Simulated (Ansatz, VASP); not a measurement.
**SnO2: VASP beside Ansatz**

The input INCAR:

```
SYSTEM = SnO2
PREC     = Accurate       ! precision mode
ENCUT    = 520            ! plane-wave cutoff, eV
EDIFF    = 1E-6           ! SCF threshold, eV
ISMEAR   = 0              ! smearing method
SIGMA    = 0.01           ! smearing width, eV
LREAL    = .False.        ! projectors in reciprocal space
LASPH    = .True.         ! aspherical terms in the spheres
NELM     = 80             ! most SCF steps
ALGO     = Normal         ! electronic algorithm
ISIF     = 2              ! what is computed and relaxed
LWAVE    = .False.        ! write WAVECAR
LCHARG   = .True.         ! write CHGCAR
GGA      = PS             ! functional
LELF     = .True.         ! ELF
LVHAR    = .True.       
NBANDS   = 35             ! bands
```

Contents of KPOINTS:

```
regular mesh
0
Gamma
  6 6 6
  0 0 0
```

POSCAR

```
SnO2
1.0
   -2.0000686100      2.0000686100      5.1236788600
    2.0000686100     -2.0000686100      5.1236788600
    2.0000686100      2.0000686100     -5.1236788600
Sn O
2 4
Direct
    0.7500000000      0.2500000000      0.5000000000
    0.0000000000      0.0000000000      0.0000000000
    0.7965225898      0.7965225898      0.0000000000
    0.9534774092      0.4534774092      0.5000000000
    0.2034774102      0.2034774102      0.0000000000
    0.5465225898      0.0465225898      0.5000000000
```

Input for Ansatz:

```yaml
crystal:
  lattice:
    - [-2.00006861, 2.00006861, 5.12367886]
    - [2.00006861, -2.00006861, 5.12367886]
    - [2.00006861, 2.00006861, -5.12367886]
  atoms:
    - { symbol: Sn, position: [0.75, 0.25, 0.5] }
    - { symbol: Sn, position: [0.0, 0.0, 0.0] }
    - { symbol: O, position: [0.7965225898252335, 0.7965225898252335, 0.0] }
    - { symbol: O, position: [0.9534774091989052, 0.45347740919890517, 0.5] }
    - { symbol: O, position: [0.20347741017476648, 0.20347741017476648, 0.0] }
    - { symbol: O, position: [0.5465225898252335, 0.0465225898252335, 0.5] }
basis:
  ecutwfc: 450.0
kpoints:
  mp_grid:
    grid: [6, 6, 6]
    shift: [0.0, 0.0, 0.0]
hamiltonian:
  xc: pbesol
scf:
  occupations:
    method: fixed
output:
  forces: true
  stress: true
```

Alike in both runs: task single point; functional PBEsol; k mesh 6 × 6 × 6; no spin polarisation.

```csv
,VASP,Ansatz
version,VASP 6.6.1,Ansatz 0.2.0
potentials or method,"VASP PAW PBE potentials, release 64 (Sn_d, O), cutoff 520 eV","plane waves, PAW"
occupations,"gaussian, width 0.01 eV",fixed
valence electrons in the cell,52,52
```

```csv
,VASP,Ansatz,Ansatz less VASP
pressure (GPa),1.3,0.7,-0.58
"traceless stress, the component that is largest in VASP (GPa)",-0.59,-0.76,-0.163
rms of the force components (eV/Å),0.027,0.038,+0.0118
```

VASP's potentials were made for PBE, not for PBEsol. Atom by atom the forces differ by 0.012 eV/Å (rms over components).
